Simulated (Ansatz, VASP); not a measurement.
CoPdO2: VASP beside Ansatz

Contents of INCAR:

```
SYSTEM = CoPdO2
PREC = Accurate
ENCUT = 520
EDIFF = 1E-6
ISMEAR = -1
SIGMA = 0.05
LREAL = .False.
LASPH = .True.
NELM = 150
ALGO = Normal
ISIF = 2
LWAVE = .False.
LCHARG = .False.
ISPIN = 2
MAGMOM = 0 1 0 0
LORBIT = 11
NUPDOWN = 1.0
LMAXMIX = 4
GGA = PE
NBANDS = 28
```

The input KPOINTS:

```
regular mesh
0
Gamma
  9 9 9
  0 0 0
```

The input POSCAR:

```
CoPdO2
1.0
    1.4316899074      0.8265865534      5.9577715763
   -1.4316899074      0.8265865534      5.9577715763
    0.0000000000     -1.6531731068      5.9577715763
Pd Co O
1 1 2
Direct
    0.0000000000      0.0000000000      0.0000000000
    0.5000000000      0.5000000000      0.5000000000
    0.1124760000      0.1124760000      0.1124760000
    0.8875240000      0.8875240000      0.8875240000
```

File input.yaml:

```yaml
crystal:
  lattice:
    - [1.4316899074, 0.8265865534, 5.9577715763]
    - [-1.4316899074, 0.8265865534, 5.9577715763]
    - [0.0, -1.6531731068, 5.9577715763]
  atoms:
    - { symbol: Pd, position: [0.0, 0.0, 0.0] }
    - { symbol: Co, position: [0.5, 0.5, 0.5], spin: 1.0 }
    - { symbol: O, position: [0.112476, 0.112476, 0.112476] }
    - { symbol: O, position: [0.887524, 0.887524, 0.887524] }
hamiltonian:
  xc: pbe
  pseudopotentials: { kind: paw }
magnetization:
  spin_polarized: true
  initial_magnetization: 1.0
  spin_locking: { lock_magnetization: hard }
kpoints:
  mp_grid: { grid: [9, 9, 9] }
scf:
  occupations: { method: fermi_dirac, width: 0.05 }
  lower_state_search: "off"
output:
  forces: true
  stress: true
  eigenvalues: true
```

Alike in both runs: task single point; functional PBE; k mesh 9 × 9 × 9; occupations fermi-dirac, width 0.05 eV; collinear spin; fixed moment 1 μB.

```csv
,VASP,Ansatz
version,VASP 6.6.1,Ansatz 0.2.0
potentials or method,"VASP PAW PBE potentials, release 64 (Pd, Co, O)",Ansatz PAW
plane-wave cutoff (eV),520,420
valence electrons in the cell,31,47
```

Ansatz gave:

```
pressure (GPa)                                                : 2.9
traceless stress, the component that is largest in VASP (GPa) : 3.51
rms of the force components (eV/Å)                            : 0.102
net moment per atom (μB)                                      : 0.25
size of the moment on the site where the two differ most (μB) : 0.32
```

Task: Estimate VASP's values.

Result: Pressure (GPa): 2.7; traceless stress, the component that is largest in VASP (GPa): 3.29; rms of the force components (eV/Å): 0.075; net moment per atom (μB): 0.25; size of the moment on the site where the two differ most (μB): 0.38.

Site moments also hang on the region over which each program counts them. Atom by atom the forces differ by 0.026 eV/Å (rms over components). VASP's potentials hold 31 valence electrons a cell and Ansatz's 47, so a difference there can come from the potentials and not from the codes.
